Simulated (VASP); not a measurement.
The system is LiLaSe3.

```
La Li Se
1.0
     4.32000    0.00000    0.00000
     0.00000    4.32000    0.00000
     0.00000    0.00000    4.32000
La Li Se
1 1 3
Direct
  0.00000 0.00000 0.00000
  0.50000 0.50000 0.50000
  0.50000 0.50000 0.00000
  0.00000 0.50000 0.50000
  0.50000 0.00000 0.50000
```

```yaml
Program: VASP 6.6.1
Task: relaxation of cell and atoms
Functional: LDA
Potentials_or_basis: VASP PAW LDA potentials, release 64 (La, Li_sv, Se)
Cutoff: 600 eV
k_mesh: 10 × 10 × 10
Occupations: methfessel-paxton, width 0.02 eV
Spin: no spin polarisation
```

At the start: pressure 26.1 GPa; volume 16.12 Å³/atom.

Task: How do energy, volume and symmetry change on relaxing?

Result: Over 3 steps the energy falls by 286.9 meV/atom and the volume is 20.39 Å³/atom (+26.4 %); space group Pm-3m (No. 221, to 0.1 Å) before and after.

Step by step:
```csv
step,energy change (eV),largest force (eV/Å),pressure (GPa),volume (Å³)
1,0.0000,0.0000,26.15,80.62
2,-1.1391,0.0000,-6.42,115.39
3,-1.4345,0.0000,0.12,101.94
```

Final structure:
```cif
data_structure
_symmetry_space_group_name_H-M 'P 1'
_symmetry_Int_Tables_number 1
_cell_length_a 4.6715
_cell_length_b 4.6715
_cell_length_c 4.6715
_cell_angle_alpha 90.000
_cell_angle_beta 90.000
_cell_angle_gamma 90.000
_cell_volume 101.94
loop_
_atom_site_label
_atom_site_type_symbol
_atom_site_fract_x
_atom_site_fract_y
_atom_site_fract_z
_atom_site_occupancy
La1 La 0.00000 0.00000 0.00000 1
Li1 Li 0.50000 0.50000 0.50000 1
Se1 Se 0.50000 0.50000 0.00000 1
Se2 Se 0.00000 0.50000 0.50000 1
Se3 Se 0.50000 0.00000 0.50000 1
```

Caveat: the cutoff is under 1.25 times the usual one of these potentials, so pressure, stress and relaxed cells hold a basis-set (Pulay) error; the volume moved by over 15 % at a fixed basis, so the end points are rough.
